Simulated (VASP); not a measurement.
# V3P4 (Fdd2) in VASP: single point with PBEsol

Aim: the single point of V3P4 with PBEsol.

Program: VASP 6.6.1. These are calculated values, not measurements. Logs are shortened: lines on timing, memory, paths and dates and some standing lists are left out, and cuts for length are marked.

## 1. The cell of the first run

Symmetry: Fdd2, No. 43, orthorhombic system. The conventional cell has a = 12.078 Å, b = 14.686 Å, c = 4.932 Å, α = 90.00°, β = 90.00°, γ = 90.00°. V (site symmetry 1) has 8 P at 2.59 to 2.75 Å and 8 V at 3.45 to 3.51 Å within 3.6 Å. V (site symmetry 2) has 8 P at 2.58 to 2.76 Å and 8 V at 3.46 to 3.51 Å within 3.6 Å. P (site symmetry 1) has 2 P at 1.92 to 2.00 Å within 2.5 Å. P (site symmetry 1) has 1 P at 1.92 Å and 6 V at 2.58 to 2.76 Å within 2.8 Å.

## 2. Single point, PBEsol

Contents of INCAR:

```
PREC = Accurate
ENCUT = 520
EDIFF = 1E-6
ISMEAR = -1
SIGMA = 0.0557
LREAL = F
LASPH = T
NELM = 80
ALGO = Normal
ISIF = 2
LWAVE = F
LCHARG = F
GGA = PS
NBANDS = 72
LUSENCCL = F
```

Contents of KPOINTS:

```
Automatic mesh
0
Gamma
  6 6 6
```

Contents of POSCAR:

```
V3P4
1.0
   -6.0387840000      0.0000000000      2.4662310000
    0.0000000000      0.0000000000      4.9324620000
    0.0000000000      7.3432480000      2.4662310000
V P
6 8
Direct
    0.5037600000      0.1590700000      0.1645800000
    0.4962400000      0.8274100000      0.8354200000
    0.9962400000      0.9128300000      0.6645800000
    0.0037600000      0.5736500000      0.3354200000
    0.0000000000      0.2500000000      0.0000000000
    0.5000000000      0.5000000000      0.5000000000
    0.8348000000      0.8393000000      0.9998000000
    0.1652000000      0.6739000000      0.0002000000
    0.6652000000      0.9241000000      0.4998000000
    0.3348000000      0.0891000000      0.5002000000
    0.3202000000      0.4250000000      0.8456000000
    0.6798000000      0.5908000000      0.1544000000
    0.1798000000      0.9952000000      0.3456000000
    0.8202000000      0.5206000000      0.6544000000
```

Potentials or basis: VASP PAW PBE potentials, release 64 (V_sv, P).

Launch:

```bash
cat potpaw_PBE.64/V_sv/POTCAR potpaw_PBE.64/P/POTCAR > POTCAR
mpirun -np 1 vasp_std > vasp.out
```

OUTCAR:

```text
PREC = Accurate
   ENCUT = 520
   EDIFF = 1E-6
   ISMEAR = -1
   LREAL = F
   LASPH = T
   NELM = 80
   ISIF = 2
   GGA = PS

 ion  position               nearest neighbor table
   1  0.504  0.159  0.165-  11 2.59   7 2.61  12 2.62  13 2.63   9 2.65  10 2.67   8 2.71  12 2.75

   2  0.496  0.827  0.835-  12 2.59   8 2.61  11 2.62  14 2.63  10 2.65   9 2.67   7 2.71  11 2.75

   3  0.996  0.913  0.665-  13 2.59   9 2.61  14 2.62  11 2.63   7 2.65   8 2.67  10 2.71  14 2.75
[... 11 lines left out ...]
   9  0.665  0.924  0.500-  14 1.92  10 2.00   3 2.61   6 2.63   1 2.65   2 2.67   6 2.69   4 2.71

  10  0.335  0.089  0.500-  13 1.92   9 2.00   4 2.61   6 2.63   2 2.65   1 2.67   6 2.69   3 2.71

  11  0.320  0.425  0.846-   8 1.92   5 2.58   1 2.59   2 2.62   3 2.63   2 2.75   6 2.76
  12  0.680  0.591  0.154-   7 1.92   5 2.58   2 2.59   1 2.62   4 2.63   1 2.75   6 2.76
  13  0.180  0.995  0.346-  10 1.92   6 2.58   3 2.59   4 2.62   1 2.63   4 2.75   5 2.76
  14  0.820  0.521  0.654-   9 1.92   6 2.58   4 2.59   3 2.62   2 2.63   3 2.75   5 2.76

  LATTYP: Found a face centered orthorhombic cell.
 ALAT       =     4.9324620000
 B/A-ratio  =     2.4485881493
 C/A-ratio  =     2.9775183265

  Lattice vectors:

 A1 = (  -6.0387840000,  -7.3432480000,   0.0000000000)
 A2 = (   0.0000000000,  -7.3432480000,   2.4662310000)
 A3 = (  -6.0387840000,   0.0000000000,   2.4662310000)

Analysis of symmetry for initial positions (statically):
=====================================================================
 Subroutine PRICEL returns:
 Original cell was already a primitive cell.

 Routine SETGRP: Setting up the symmetry group for a
 face centered orthorhombic supercell.

 Subroutine GETGRP returns: Found  4 space group operations
 (whereof  2 operations were pure point group operations)
 out of a pool of  8 trial point group operations.

The static configuration has the point symmetry C_2 .
 The point group associated with its full space group is C_2v.

Analysis of symmetry for dynamics (positions and initial velocities):
=====================================================================
 Subroutine PRICEL returns:
 Original cell was already a primitive cell.

 Routine SETGRP: Setting up the symmetry group for a
 face centered orthorhombic supercell.

 Subroutine GETGRP returns: Found  4 space group operations
 (whereof  2 operations were pure point group operations)
 out of a pool of  8 trial point group operations.

The dynamic configuration has the point symmetry C_2 .
 The point group associated with its full space group is C_2v.

 Subroutine INISYM returns: Found  4 space group operations
 (whereof  2 operations are pure point group operations),
 and found     1 'primitive' translations

----------------------------------------------------------------------------------------

                                     Primitive cell

  volume of cell :     218.7265

  direct lattice vectors                    reciprocal lattice vectors
    -6.038784000  0.000000000  2.466231000    -0.165596252  0.000000000  0.000000000
     0.000000000  0.000000000  4.932462000     0.082798126 -0.068089761  0.202738511
     0.000000000  7.343248000  2.466231000     0.000000000  0.136179522 -0.000000000

  length of vectors
     6.522975360  4.932462000  7.746327293     0.165596252  0.229335233  0.136179522

  position of ions in fractional coordinates (direct lattice)
     0.503760000  0.159070000  0.164580000
     0.496240000  0.827410000  0.835420000
     0.996240000  0.912830000  0.664580000
     0.003760000  0.573650000  0.335420000
     0.000000000  0.250000000  0.000000000
     0.500000000  0.500000000  0.500000000
     0.834800000  0.839300000  0.999800000
     0.165200000  0.673900000  0.000200000
     0.665200000  0.924100000  0.499800000
     0.334800000  0.089100000  0.500200000
     0.320200000  0.425000000  0.845600000
     0.679800000  0.590800000  0.154400000
     0.179800000  0.995200000  0.345600000
     0.820200000  0.520600000  0.654400000

  ion indices of the primitive-cell ions
   primitive index   ion index
                 1           1
                 2           2
                 3           3
                 4           4
                 5           5
                 6           6
                 7           7
                 8           8
                 9           9
                10          10
                11          11
                12          12
                13          13
                14          14

----------------------------------------------------------------------------------------

 KPOINTS: Automatic mesh

Automatic generation of k-mesh.
 Grid dimensions read from file:
 generate k-points for:    6    6    6

 Generating k-lattice:

  Cartesian coordinates                     Fractional coordinates (reciprocal lattice)
    -0.027599375  0.000000000  0.000000000     0.166666667  0.000000000  0.000000000
     0.013799688 -0.011348293  0.033789752     0.000000000  0.166666667  0.000000000
     0.000000000  0.022696587 -0.000000000     0.000000000  0.000000000  0.166666667

  Length of vectors
     0.027599375  0.038222539  0.022696587

  Shift w.r.t. Gamma in fractional coordinates (k-lattice)
     0.000000000  0.000000000  0.000000000

 Subroutine IBZKPT returns following result:
 ===========================================

 Found     46 irreducible k-points:

 Following reciprocal coordinates:
            Coordinates               Weight
  0.000000  0.000000  0.000000      1.000000
  0.166667  0.000000  0.000000      2.000000
  0.333333  0.000000  0.000000      2.000000
  0.500000  0.000000  0.000000      1.000000
  0.000000  0.166667  0.000000      8.000000
  0.333333  0.166667  0.000000      8.000000
[... 16 lines left out ...]
  0.166667  0.500000  0.166667      8.000000
 -0.333333  0.500000  0.166667      8.000000
 [... further k-points ...]
   k-points           NKPTS =     46   k-points in BZ     NKDIM =     46   number of bands    NBANDS=     72
   number of dos      NEDOS =    301   number of ions     NIONS =     14
   total plane-waves  NPLWV = 120000
   dimension x,y,z NGX =    50 NGY =   40 NGZ =   60
   dimension x,y,z NGXF=   100 NGYF=   80 NGZF=  120
   ions per type =               6   8
   NGX,Y,Z   is equivalent  to a cutoff of  12.74, 13.48, 12.88 a.u.
   NGXF,Y,Z  is equivalent  to a cutoff of  25.49, 26.96, 25.75 a.u.
 SYSTEM =  unknown system
   PREC   = accura    normal or accurate (medium, high low for compatibility)
   ISTART =      0    job   : 0-new  1-cont  2-samecut
   ICHARG =      2    charge: 1-file 2-atom 10-const
   ISPIN  =      1    spin polarized calculation?
   LNONCOLLINEAR =      F non collinear calculations
   LSORBIT =      F    spin-orbit coupling
   LASPH  =      T    aspherical Exc in radial PAW
   ENCUT  =  520.0 eV  38.22 Ry    6.18 a.u.  12.13  9.17 14.40*2*pi/ulx,y,z
   NELM   =     80;   NELMIN=  2; NELMDL= -5     # of ELM steps
   EDIFF  = 0.1E-05   stopping-criterion for ELM
   LREAL  =      F    real-space projection
   EDIFFG = 0.1E-04   stopping-criterion for IOM
   NSW    =      0    number of steps for IOM
   IBRION =     -1    ionic relax: 0-MD 1-quasi-New 2-CG
   NFREE  =      0    steps in history (QN), initial steepest desc. (CG)
   ISIF   =      2    stress and relaxation
   ISYM   =      2    0-nonsym 1-usesym 2-fastsym
   POTIM  = 0.5000    time-step for ionic-motion
   TEBEG  =    0.0;   TEEND  =   0.0 temperature during run
   PSTRESS=    0.0 pullay stress
   NELECT =     118.0000    total number of electrons
   NUPDOWN=      -1.0000    fix difference up-down
   EMIN   =  10.00;   EMAX   =-10.00  energy-range for DOS
   EFERMI =   0.00;   METHOD = LEGACY
   ISMEAR =    -1;   SIGMA  =   0.06  broadening in eV -4-tet -1-fermi 0-gaus
   EFERMI_NEDOS =   21; number of points for ismear=-14 and -15
   IALGO  =     38    algorithm
   IMIX   =      4    mixing-type and parameters
     AMIX     =   0.40;   BMIX     =  1.00
     AMIX_MAG =   1.60;   BMIX_MAG =  1.00
  volume/ion in A,a.u.               =      15.62       105.43
  Fermi-wavevector in a.u.,A,eV,Ry     =   1.332708  2.518453 24.165454  1.776111
  Thomas-Fermi vector in A             =   2.461622
   LORBIT       =      0    0 simple, 1 ext, 2 COOP (PROOUT), +10 PAW based schemes
   GGA     = PS    functional components
   LHFCALC =     F    Hartree Fock is set to
   AEXX    =    0.0000 exact exchange contribution
   IVDW    =     0    specifies the selected vdW correction
   LEPSILON=     F    determine dielectric tensor
   LRPA    =     F    only Hartree local field effects (RPA)
 non-spin polarized calculation
  energy-cutoff  :      520.00
  volume of cell :      218.73
 maximum number of plane-waves:      5913
 NGX is ok and might be reduce to    50
   NGX = 25   NGY = 19   NGZ = 29

 number of electron     118.0000015 magnetization

 Free energy of the ion-electron system (eV)
  ---------------------------------------------------
  ext. energy  EPLUGINS =         0.00000000
  ---------------------------------------------------
  free energy    TOTEN  =      -100.15613334 eV

  energy without entropy =      -99.95864534  energy(sigma->0) =     -100.05738934

 E-fermi :   8.9693     XC(G=0): -11.4278

 val. band max:        8.9674905519   @ k =   0.3333   0.0000   0.1667
 cond. band min:       8.9712603189   @ k =   0.1667   0.5000   0.1667
 fundamental gap:      0.0037697670
 Fermi energy:         8.9692923065

 k-point     1 :       0.0000    0.0000    0.0000
  band No.  band energies     occupation
      1     -55.4822      2.00000
      2     -55.4798      2.00000
      3     -55.4795      2.00000
      4     -55.4775      2.00000
      5     -55.4484      2.00000
      6     -55.4481      2.00000
[... 1765 lines left out ...]
     70       9.8840      0.00000
     71       9.9616      0.00000

 [... further k-points ...]

 [bands above 71 left out]

------------------------ aborting loop because EDIFF is reached ----------------------------------------

  FORCE on cell =-STRESS in cart. coord.  units (eV):
  Direction    XX          YY          ZZ          XY          YZ          ZX
  --------------------------------------------------------------------------------------
  -------------------------------------------------------------------------------------
  Total       -1.8938760    -17.2700697    -14.7879720      0.0000000      0.0000000      0.0000000
  in kB      -13.8726900   -126.5037013   -108.3222726      0.0000000      0.0000000      0.0000000
  external PRESSURE =     -82.8995546 kB  Pullay stress =       0.0000000 kB

 VOLUME and BASIS-vectors are now :
 -----------------------------------------------------------------------------
  energy-cutoff  :      520.00
  volume of cell :      218.73
      direct lattice vectors                 reciprocal lattice vectors
    -6.038784000  0.000000000  2.466231000    -0.165596252  0.000000000  0.000000000
     0.000000000  0.000000000  4.932462000     0.082798126 -0.068089761  0.202738511
     0.000000000  7.343248000  2.466231000     0.000000000  0.136179522 -0.000000000

 POSITION                                       TOTAL-FORCE (eV/Angst)
 -----------------------------------------------------------------------------------
     -3.04210      1.20855      2.43289         0.123320      0.180579     -0.090595
     -2.99669      6.13470      7.36535        -0.123320     -0.180579     -0.090595
     -6.01608      4.88018      8.59847        -0.123320      0.180579     -0.090595
     -0.02271      2.46307      3.66600         0.123320     -0.180579     -0.090595
      0.00000      0.00000      1.23312         0.000000      0.000000      0.094195
     -3.01939      3.67162      4.93246         0.000000      0.000000      0.094195
     -5.04118      7.34178      8.66436         1.732977     -3.875375      4.555750
     -0.99761      0.00147      3.73190        -1.732977      3.875375      4.555750
     -4.01700      3.67016      7.43125        -1.732977     -3.875375      4.555750
     -2.02178      3.67309      2.49879         1.732977      3.875375      4.555750
     -1.93362      6.20945      4.97143        -3.566486     -4.156022     -4.512253
     -4.10517      1.13380      4.97143         3.566486      4.156022     -4.512253
     -1.08577      2.53783      6.20454         3.566486     -4.156022     -4.512253
     -4.95301      4.80542      6.20454        -3.566486      4.156022     -4.512253
 -----------------------------------------------------------------------------------
    total drift:                               -0.000003     -0.000001     -0.000509

  FREE ENERGIE OF THE ION-ELECTRON SYSTEM (eV)
  ---------------------------------------------------
  free  energy   TOTEN  =      -100.1561333402 eV

  energy  without entropy=      -99.9586453405  energy(sigma->0) =     -100.05738934
```

It took 3.1 min on 1 × NVIDIA H100 80GB with 1 thread of Intel Xeon Platinum 8481C at 2.70GHz (Sapphire Rapids), shared host; peak memory 1.6 GiB.

What came out:

| Property | Result |
| --- | --- |
| Free energy | -100.1561 eV |
| Pressure | -8.3 GPa |
| Largest force | 7.096 eV/Å |
| Band gap on the k mesh | zero (bands 59 and 60 overlap by 0.30 eV) |

Forces in eV/Å, atoms in the order of the input:
```
V    0.123  0.181 -0.091
V   -0.123 -0.181 -0.091
V   -0.123  0.181 -0.091
V    0.123 -0.181 -0.091
V    0.000  0.000  0.094
V    0.000  0.000  0.094
P    1.733 -3.875  4.556
P   -1.733  3.875  4.556
P   -1.733 -3.875  4.556
P    1.733  3.875  4.556
P   -3.566 -4.156 -4.512
P    3.566  4.156 -4.512
P    3.566 -4.156 -4.512
P   -3.566  4.156 -4.512
```

Caveat: the stress differs along the axes, from -13 to -1 GPa; the PAW data sets were made with another functional, which shifts forces and pressure a little.
